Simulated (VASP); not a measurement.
# LiCl (Fm-3m) in VASP: further runs, part 2 of 2

VASP 6.6.1. The steps go on from the part before.

**6. Relaxation of cell and atoms, revPBE**

The input, INCAR:

```
SYSTEM = LiCl
ALGO     = Normal         ! electronic algorithm
EDIFF    = 1E-7           ! SCF threshold, eV
EDIFFG   = -0.02          ! ionic threshold
ENCUT    = 600            ! plane-wave cutoff, eV
GGA      = RE             ! functional
IBRION   = 2              ! ionic algorithm
ISIF     = 3              ! what is computed and relaxed
ISMEAR   = -1             ! smearing method
LASPH    = .True.         ! aspherical terms in the spheres
LCHARG   = .False.        ! write CHGCAR
LREAL    = .False.        ! projectors in reciprocal space
LWAVE    = .False.        ! write WAVECAR
NELM     = 80             ! most SCF steps
NSW      = 80             ! ionic steps
PREC     = Accurate       ! precision mode
SIGMA    = 0.05           ! smearing width, eV
```

The input, KPOINTS:

```
k-points
0
Gamma
  9 9 9
  0 0 0
```

The input, POSCAR:

```
LiCl
1.0
    0.0000000000      2.5647700000      2.5647700000
    2.5647700000      0.0000000000      2.5647700000
    2.5647700000      2.5647700000      0.0000000000
Cl Li
1 1
Direct
    0.5000000000      0.5000000000      0.5000000000
    0.0000000000      0.0000000000      0.0000000000
```

Potentials or basis: VASP PAW PBE potentials, release 64 (Cl, Li_sv).

Run with:

```console
$ cat potpaw_PBE.64/Cl/POTCAR potpaw_PBE.64/Li_sv/POTCAR > POTCAR
$ mpirun -np 1 vasp_std > vasp.out
```

OUTCAR:

```text
SYSTEM = LiCl
   EDIFF = 1E-7
   EDIFFG = -0.02
   ENCUT = 600
   GGA = RE
   IBRION = 2
   ISIF = 3
   ISMEAR = -1
   LASPH = .True.
   LREAL = .False.
   NELM = 80
   NSW = 80
   PREC = Accurate

 ion  position               nearest neighbor table
   1  0.500  0.500  0.500-   2 2.56   2 2.56   2 2.56   2 2.56   2 2.56   2 2.56
   2  0.000  0.000  0.000-   1 2.56   1 2.56   1 2.56   1 2.56   1 2.56   1 2.56

  LATTYP: Found a face centered cubic cell.
 ALAT       =     5.1295400000

  Lattice vectors:

 A1 = (   0.0000000000,   2.5647700000,   2.5647700000)
 A2 = (   2.5647700000,   0.0000000000,   2.5647700000)
 A3 = (   2.5647700000,   2.5647700000,   0.0000000000)

Analysis of symmetry for initial positions (statically):
=====================================================================
 Subroutine PRICEL returns:
 Original cell was already a primitive cell.

[... 181 lines left out ...]
      1     -43.0512      2.00000
      2     -12.7255      2.00000
      3       0.6633      2.00000
      4       0.6633      2.00000
      5       0.6633      2.00000
      6       7.2069      0.00000
      7      12.6749      0.00000
      8      12.6749      0.00000
      9      12.6749      0.00000
[... 347 lines left out ...]
--------------------------------------- Ionic step        3  -------------------------------------------

 number of electron      10.0000004 magnetization

 Free energy of the ion-electron system (eV)
  ---------------------------------------------------
  ext. energy  EPLUGINS =         0.00000000
  ---------------------------------------------------
  free energy    TOTEN  =        -7.02330086 eV

  energy without entropy =       -7.02330086  energy(sigma->0) =       -7.02330086

 E-fermi :   1.3925     XC(G=0):  -8.2274

 val. band max:        0.1913434435   @ k =   0.0000   0.0000   0.0000
 cond. band min:       6.3829462031   @ k =   0.0000   0.0000   0.0000
 fundamental gap:      6.1916027596
 Fermi energy:         1.3924923680

 k-point     1 :       0.0000    0.0000    0.0000
  band No.  band energies     occupation
      1     -43.6593      2.00000
      2     -12.9782      2.00000
      3       0.1913      2.00000
      4       0.1913      2.00000
      5       0.1913      2.00000
      6       6.3829      0.00000
      7      12.1477      0.00000
      8      12.1477      0.00000
      9      12.1477      0.00000
[... 305 lines left out ...]
  FREE ENERGIE OF THE ION-ELECTRON SYSTEM (eV)
  ---------------------------------------------------
  free  energy   TOTEN  =        -7.0233008612 eV

  energy  without entropy=       -7.0233008612  energy(sigma->0) =       -7.02330086

 reached required accuracy - stopping structural energy minimisation
```

OSZICAR:

```text
N       E                     dE             d eps       ncg     rms          rms(c)
DAV:   1     0.464441890789E+02    0.46444E+02   -0.46292E+03   630   0.114E+03
DAV:   2    -0.501712087160E+01   -0.51461E+02   -0.49729E+02   863   0.167E+02
DAV:   3    -0.701585483347E+01   -0.19987E+01   -0.19970E+01   783   0.401E+01
[... 28 lines left out ...]
DAV:   5    -0.702329891474E+01    0.26839E-04   -0.10138E-04   869   0.804E-02    0.242E-02
DAV:   6    -0.702330114567E+01   -0.22309E-05   -0.38574E-06   731   0.222E-02    0.639E-03
DAV:   7    -0.702330096035E+01    0.18532E-06   -0.10042E-06   766   0.957E-03    0.193E-03
DAV:   8    -0.702330083574E+01    0.12460E-06   -0.32649E-08   342   0.206E-03    0.999E-04
DAV:   9    -0.702330086116E+01   -0.25418E-07   -0.15903E-08   315   0.135E-03
   3 F= -.70233009E+01 E0= -.70233009E+01  d E =-.126826E-01
```

Run time: 26 s. Hardware: 1 thread of AMD EPYC 7R13 (Zen 3), shared host; peak memory 0.13 GiB.

What came out:

```
Free energy                            : -7.0233 eV
Relaxed volume                         : 18.02 Å³/atom
Relaxed cell                           : a = 3.708 Å, b = 3.708 Å, c = 3.708 Å, α = 60.00°, β = 60.00°, γ = 60.00°
Space group after relaxing (to 0.05 Å) : Fm-3m (No. 225)
Energy gained by relaxing              : 6.3 meV/atom
Ionic steps                            : 3
Pressure after relaxing                : -0.1 GPa
Band gap on the k mesh                 : 6.19 eV, direct
```

The path:
```tsv
step	energy change (eV)	largest force (eV/Å)	pressure (GPa)	volume (Å³)
1	0.0000	0.0000	1.97	33.74
2	-0.0093	0.0000	0.97	34.77
3	-0.0127	0.0000	-0.09	36.05
```

Final structure:
```yaml
crystal:
  lattice:
    - [0.00000, 2.62188, 2.62188]
    - [2.62188, 0.00000, 2.62188]
    - [2.62188, 2.62188, 0.00000]
  atoms:
    - { symbol: Cl, position: [0.50000, 0.50000, 0.50000] }
    - { symbol: Li, position: [0.00000, 0.00000, 0.00000] }
```

Levels at points of the mesh, in eV from the valence-band top:
| k point | band 3 | band 4 | band 5 | band 6 | band 7 | band 8 |
| --- | --- | --- | --- | --- | --- | --- |
| (0.00, 0.00, 0.00) | 0.00 | 0.00 | 0.00 | 6.19 | 11.96 | 11.96 |

Caveat: the cutoff is under 1.25 times the usual one of these potentials, so pressure, stress and relaxed cells hold a basis-set (Pulay) error; the PAW data sets were made with another functional, which shifts forces and pressure a little.

**7. Summary**

```tsv
task	level	potentials or basis	cell	cutoff (eV)	smearing	gap on the mesh (eV)	pressure (GPa)	relaxed volume (Å³/atom)
single point	PBE	VASP PAW PBE potentials, release 64 (Cl, Li_sv)	a = 3.627 Å, angles 60.0°, 2 atoms	520	gaussian 0.022 eV	6.34	-	-
single point	PBE	VASP PAW PBE potentials, release 64 (Cl, Li_sv)	a = 3.642 Å, angles 60.0°, 2 atoms	520	fermi-dirac 0.05 eV	6.27	-	-
single point	revPBE	VASP PAW PBE potentials, release 64 (Cl, Li_sv)	a = 3.709 Å, angles 60.0°, 2 atoms	520	fermi-dirac 0.05 eV	6.19	-	-
relaxation of cell and atoms	LDA	VASP PAW LDA potentials, release 64 (Cl, Li_sv)	relaxed from a = 3.627 Å, angles 60.0°, 2 atoms	600	fermi-dirac 0.05 eV	6.57	0.0	15.25
relaxation of cell and atoms	revPBE	VASP PAW PBE potentials, release 64 (Cl, Li_sv)	relaxed from a = 3.627 Å, angles 60.0°, 2 atoms	600	fermi-dirac 0.05 eV	6.19	-0.1	18.02
```

Alike in all rows: no spin polarisation; k mesh 9 × 9 × 9.

Caveats: the cutoff is under 1.25 times the usual one of these potentials, so pressure, stress and relaxed cells hold a basis-set (Pulay) error; the PAW data sets were made with another functional, which shifts forces and pressure a little (some runs).

Total energies depend on the potentials used, so only differences within one code and one set of settings carry meaning.
